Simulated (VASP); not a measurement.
# Be3ZnSe4 (P1) in VASP: a series of runs, part 2 of 2

VASP 6.6.1.

## (3) Single point, PBEsol

INCAR

```
  ALGO = Normal
  EDIFF = 1E-6
  ENCUT = 520
  GGA = PS
  ISIF = 2
  ISMEAR = -1
  LASPH = T
  LCHARG = T
  LELF = T
  LREAL = Auto
  LVHAR = T
  LWAVE = F
  NBANDS = 56
  NELM = 60
  PREC = Accurate
  SIGMA = 0.05
```

KPOINTS

```
Automatic mesh
0
Gamma
  2 2 2
  0.5 0.5 0.5
```

POSCAR

```
Be3ZnSe4
1.0
   10.5099190000      0.0000000000      0.0000000000
    0.0000000000      5.2549590000      0.0000000000
    0.0000000000      0.0000000000      5.2549590000
Be Zn Se
6 2 8
Direct
    0.0024890000      0.9823270000      0.9979150000
    0.2464790000      0.5161890000      0.0046810000
    0.7448120000      0.5008950000      0.0066370000
    0.2505640000      0.9947730000      0.5008560000
    0.7441980000      0.9905040000      0.4867760000
    0.5031610000      0.5051010000      0.5076620000
    0.5042760000      0.9996950000      0.9943820000
    0.9958880000      0.5016420000      0.4969110000
    0.1181470000      0.2370180000      0.2442390000
    0.6212820000      0.2533030000      0.2432030000
    0.3706050000      0.7382680000      0.2563780000
    0.8813920000      0.7494840000      0.2415030000
    0.3823930000      0.2472720000      0.7536530000
    0.8799410000      0.2465370000      0.7375980000
    0.1244570000      0.7494510000      0.7617730000
    0.6251720000      0.7513560000      0.7580930000
```

Potentials or basis: VASP PAW PBE potentials, release 64 (Be, Zn, Se).

Run with:

```sh
$ cat potpaw_PBE.64/Be/POTCAR potpaw_PBE.64/Zn/POTCAR potpaw_PBE.64/Se/POTCAR > POTCAR
$ mpirun -np 1 vasp_std > vasp.out
```

OUTCAR:

```text
EDIFF = 1E-6
   ENCUT = 520
   GGA = PS
   ISIF = 2
   ISMEAR = -1
   LASPH = T
   LREAL = Auto
   NELM = 60
   PREC = Accurate

 ion  position               nearest neighbor table
   1  0.002  0.982  0.998-  15 2.16  12 2.18   9 2.22  14 2.34
   2  0.246  0.516  0.005-  15 2.19  11 2.19   9 2.36  13 2.40
   3  0.745  0.501  0.007-  10 2.22  16 2.24  12 2.30  14 2.41
   4  0.251  0.995  0.501-  11 2.25  15 2.30   9 2.32  13 2.33
   5  0.744  0.991  0.487-  16 2.28  10 2.28  12 2.31  14 2.36
   6  0.503  0.505  0.508-  16 2.25  13 2.26  11 2.28  10 2.29
[... 8 lines left out ...]
  15  0.124  0.749  0.762-   1 2.16   2 2.19   4 2.30   8 2.34
  16  0.625  0.751  0.758-   7 2.20   3 2.24   6 2.25   5 2.28

  LATTYP: Found a simple tetragonal cell.
 ALAT       =     5.2549590000
 C/A-ratio  =     2.0000001903

  Lattice vectors:

 A1 = (   0.0000000000,   5.2549590000,   0.0000000000)
 A2 = (   0.0000000000,   0.0000000000,   5.2549590000)
 A3 = (  10.5099190000,   0.0000000000,   0.0000000000)

Analysis of symmetry for initial positions (statically):
=====================================================================
 Subroutine PRICEL returns:
 Original cell was already a primitive cell.

 Routine SETGRP: Setting up the symmetry group for a
 simple tetragonal supercell.

 Subroutine GETGRP returns: Found  1 space group operations
 (whereof  1 operations were pure point group operations)
 out of a pool of 16 trial point group operations.

The static configuration has the point symmetry C_1 .

Analysis of symmetry for dynamics (positions and initial velocities):
=====================================================================
 Subroutine PRICEL returns:
 Original cell was already a primitive cell.

 Routine SETGRP: Setting up the symmetry group for a
[... 134 lines left out ...]
  volume/ion in A,a.u.               =      18.14       122.41
  Fermi-wavevector in a.u.,A,eV,Ry     =   1.082901  2.046385 15.955194  1.172674
  Thomas-Fermi vector in A             =   2.218953
   LORBIT       =      0    0 simple, 1 ext, 2 COOP (PROOUT), +10 PAW based schemes
   GGA     = PS    functional components
   LHFCALC =     F    Hartree Fock is set to
   AEXX    =    0.0000 exact exchange contribution
   IVDW    =     0    specifies the selected vdW correction
   LEPSILON=     F    determine dielectric tensor
   LRPA    =     F    only Hartree local field effects (RPA)
 non-spin polarized calculation
  energy-cutoff  :      520.00
  volume of cell :      290.23
 maximum number of plane-waves:      7807
 NGX is ok and might be reduce to    80
   NGX = 39   NGY = 19   NGZ = 19

 number of electron      83.9999999 magnetization

 Free energy of the ion-electron system (eV)
  ---------------------------------------------------
  ext. energy  EPLUGINS =         0.00000000
  ---------------------------------------------------
  free energy    TOTEN  =       -68.25470436 eV

  energy without entropy =      -68.25470436  energy(sigma->0) =      -68.25470436

 E-fermi :   3.9302     XC(G=0):  -9.6446

 val. band max:        2.7243043890   @ k =   0.2500   0.2500  -0.2500
 cond. band min:       6.3947346770   @ k =   0.2500   0.2500   0.2500
 fundamental gap:      3.6704302880
 Fermi energy:         3.9302200291

 k-point     1 :       0.2500    0.2500    0.2500
  band No.  band energies     occupation
      1     -10.5607      2.00000
      2     -10.2434      2.00000
      3      -9.8054      2.00000
      4      -9.7287      2.00000
      5      -9.4974      2.00000
      6      -9.4061      2.00000
[... 217 lines left out ...]
     53       8.6625      0.00000
     54       8.7108      0.00000
 [bands above 54 left out]

------------------------ aborting loop because EDIFF is reached ----------------------------------------

  FORCE on cell =-STRESS in cart. coord.  units (eV):
  Direction    XX          YY          ZZ          XY          YZ          ZX
  --------------------------------------------------------------------------------------
  -------------------------------------------------------------------------------------
  Total        3.3274805      6.0424549      5.8341874     -1.1723526     -0.4894259      0.5033650
  in kB       18.3691080     33.3569220     32.2071966     -6.4718853     -2.7018391      2.7787889
  external PRESSURE =      27.9777422 kB  Pullay stress =       0.0000000 kB

 VOLUME and BASIS-vectors are now :
 -----------------------------------------------------------------------------
  energy-cutoff  :      520.00
  volume of cell :      290.23
      direct lattice vectors                 reciprocal lattice vectors
    10.509919000  0.000000000  0.000000000     0.095148212  0.000000000  0.000000000
     0.000000000  5.254959000  0.000000000     0.000000000  0.190296442  0.000000000
     0.000000000  0.000000000  5.254959000     0.000000000  0.000000000  0.190296442

 POSITION                                       TOTAL-FORCE (eV/Angst)
 -----------------------------------------------------------------------------------
      0.02616      5.16209      5.24400        -0.262875      0.780228     -0.182062
      2.59047      2.71255      0.02460         0.103948     -1.009608      0.014309
      7.82791      2.63218      0.03488         0.744467     -0.222145     -0.362789
      2.63341      5.22749      2.63198        -0.078820      0.276241      0.094991
      7.82146      5.20506      2.55799         0.576969      0.385386      0.196702
      5.28818      2.65429      2.66774        -0.281701     -0.288649     -0.085194
[... 8 lines left out ...]
      1.30803      3.93833      4.00309         1.072023      0.659678      0.030499
      6.57051      3.94834      3.98375         1.560207     -1.553422     -1.793688
 -----------------------------------------------------------------------------------
    total drift:                               -0.009640     -0.001111      0.000049

  FREE ENERGIE OF THE ION-ELECTRON SYSTEM (eV)
  ---------------------------------------------------
  free  energy   TOTEN  =       -68.2547043566 eV

  energy  without entropy=      -68.2547043565  energy(sigma->0) =      -68.25470436
```

OSZICAR:

```text
N       E                     dE             d eps       ncg     rms          rms(c)
DAV:   1     0.580055863776E+03    0.58006E+03   -0.34959E+04   448   0.143E+03
DAV:   2     0.193396275817E+02   -0.56072E+03   -0.52763E+03   464   0.315E+02
DAV:   3    -0.663359939508E+02   -0.85676E+02   -0.84292E+02   528   0.128E+02
DAV:   4    -0.698951685232E+02   -0.35592E+01   -0.35406E+01   536   0.272E+01
DAV:   5    -0.699547953816E+02   -0.59627E-01   -0.59520E-01   552   0.343E+00    0.128E+01
DAV:   6    -0.684357501264E+02    0.15190E+01   -0.34110E+00   640   0.538E+01    0.941E+00
DAV:   7    -0.682706455018E+02    0.16510E+00   -0.34859E+00   512   0.734E+00    0.320E+00
DAV:   8    -0.682623542439E+02    0.82913E-02   -0.89557E-02   624   0.244E+00    0.951E-01
DAV:   9    -0.682557397467E+02    0.66145E-02   -0.45537E-02   608   0.226E+00    0.241E-01
DAV:  10    -0.682546283560E+02    0.11114E-02   -0.14571E-02   672   0.143E+00    0.103E-01
DAV:  11    -0.682546529132E+02   -0.24557E-04   -0.23282E-03   528   0.375E-01    0.566E-02
DAV:  12    -0.682546875522E+02   -0.34639E-04   -0.45747E-04   696   0.194E-01    0.431E-02
DAV:  13    -0.682547035182E+02   -0.15966E-04   -0.32229E-04   624   0.200E-01    0.905E-03
DAV:  14    -0.682547043494E+02   -0.83124E-06   -0.29316E-05   528   0.511E-02    0.583E-03
DAV:  15    -0.682547043566E+02   -0.71595E-08   -0.37819E-06   480   0.126E-02
   1 F= -.68254704E+02 E0= -.68254704E+02  d E =-.518722E-10
```

stdout:

```text
POSCAR found type information on POSCAR BeZnSe
 POSCAR found :  3 types and      16 ions
 scaLAPACK will be used
 -----------------------------------------------------------------------------
|                                                                             |
|                                                                             |
|     You enforced a specific xc type in the INCAR file but a different       |
|     I HOPE YOU KNOW WHAT YOU ARE DOING!                                     |
|                                                                             |
 -----------------------------------------------------------------------------

 LDA part: xc-table for (Slater+PW92), standard interpolation
 POSCAR, INCAR and KPOINTS ok, starting setup
 FFT: planning ... GRIDC
 FFT: planning ... GRID_SOFT
 FFT: planning ... GRID
 WAVECAR not read
 entering main loop
```

Wall time 2.7 min (1 thread of Intel Xeon Platinum 8375C at 2.90GHz (Ice Lake), shared host); peak memory 0.33 GiB.

Results:

```
Free energy            : -68.2547 eV
Pressure               : 2.8 GPa
Largest force          : 3.255 eV/Å
Band gap on the k mesh : 3.67 eV
```

Forces in eV/Å, atoms in the order of the input:
```
Be  -0.263  0.780 -0.182
Be   0.104 -1.010  0.014
Be   0.744 -0.222 -0.363
Be  -0.079  0.276  0.095
Be   0.577  0.385  0.197
Be  -0.282 -0.289 -0.085
Zn  -1.019 -0.501  0.961
Zn   1.066  0.055  0.076
Se   1.606 -0.532 -0.676
Se   1.413  1.135  1.727
Se  -0.180 -0.181  0.727
Se  -2.169  1.103 -1.082
Se  -2.040  1.548 -1.490
Se  -2.111 -1.656  1.843
Se   1.072  0.660  0.030
Se   1.560 -1.553 -1.794
```

Stress tensor (GPa, compression positive):
```
 1.84 -0.65  0.28
-0.65  3.34 -0.27
 0.28 -0.27  3.22
```

Caveat: the k points lie up to 0.60 Å⁻¹ apart; the PAW data sets were made with another functional, which shifts forces and pressure a little; a shifted mesh leaves out Γ, where band edges can lie. A k mesh can miss the band edges.

## (4) Single point, PBEsol

INCAR

```
PREC = Accurate
ENCUT = 520
EDIFF = 1E-6
ISMEAR = 1
SIGMA = 0.05
LREAL = Auto
LASPH = T
NELM = 100
ALGO = Normal
ISIF = 2
LWAVE = F
LCHARG = F
GGA = PS
NBANDS = 56
```

KPOINTS is that of step 3.

POSCAR is that of step 3.

Run with:

```sh
$ cat potpaw_PBE.64/Be/POTCAR potpaw_PBE.64/Zn/POTCAR potpaw_PBE.64/Se/POTCAR > POTCAR
$ mpirun -np 1 vasp_std > vasp.out
```

Run time: 2.5 min. Hardware: 1 thread of Intel Xeon Platinum 8375C at 2.90GHz (Ice Lake), shared host; peak memory 0.32 GiB.

It converged, with:

```
Free energy            : -68.2532 eV
Pressure               : 2.8 GPa
Largest force          : 3.253 eV/Å
Band gap on the k mesh : 3.67 eV
```

Forces in eV/Å, atoms in the order of the input:
```
Be  -0.265  0.780 -0.182
Be   0.102 -1.010  0.015
Be   0.742 -0.222 -0.363
Be  -0.081  0.276  0.095
Be   0.574  0.386  0.197
Be  -0.284 -0.289 -0.085
Zn  -1.021 -0.501  0.961
Zn   1.065  0.056  0.076
Se   1.608 -0.532 -0.676
Se   1.415  1.135  1.727
Se  -0.178 -0.181  0.727
Se  -2.166  1.103 -1.081
Se  -2.038  1.548 -1.490
Se  -2.108 -1.656  1.844
Se   1.074  0.660  0.031
Se   1.562 -1.554 -1.793
```

Stress tensor (GPa, compression positive):
```
 1.84 -0.64  0.28
-0.64  3.33 -0.28
 0.28 -0.28  3.22
```

Levels at points of the mesh, in eV from the valence-band top:
| k point | band 40 | band 41 | band 42 | band 43 | band 44 | band 45 |
| --- | --- | --- | --- | --- | --- | --- |
| (0.25, 0.25, 0.25) | -0.56 | -0.47 | -0.07 | 3.67 | 3.92 | 4.08 |

Caveat: the k points lie up to 0.60 Å⁻¹ apart; the PAW data sets were made with another functional, which shifts forces and pressure a little; a shifted mesh leaves out Γ, where band edges can lie. A k mesh can miss the band edges.

## (5) The runs side by side

| spin | cutoff (eV) | smearing | gap on the mesh (eV) | pressure (GPa) | largest force (eV/Å) |
| --- | --- | --- | --- | --- | --- |
| collinear | 600 | fermi-dirac 0.05 eV | 3.67 | 2.8 | 3.25 |
| off | 520 | fermi-dirac 0.05 eV | 3.67 | 2.8 | 3.25 |
| off | 520 | methfessel-paxton 0.05 eV | 3.67 | 2.8 | 3.25 |

Alike in all rows: task single point; level PBEsol; potentials or basis VASP PAW PBE potentials, release 64 (Be, Zn, Se); cell as given; k mesh 2 × 2 × 2, shifted.

Caveats: all runs use coarse meshes; the PAW data sets were made with another functional, which shifts forces and pressure a little; a shifted mesh leaves out Γ, where band edges can lie.

Absolute energies hang on the potentials; compare differences alone.
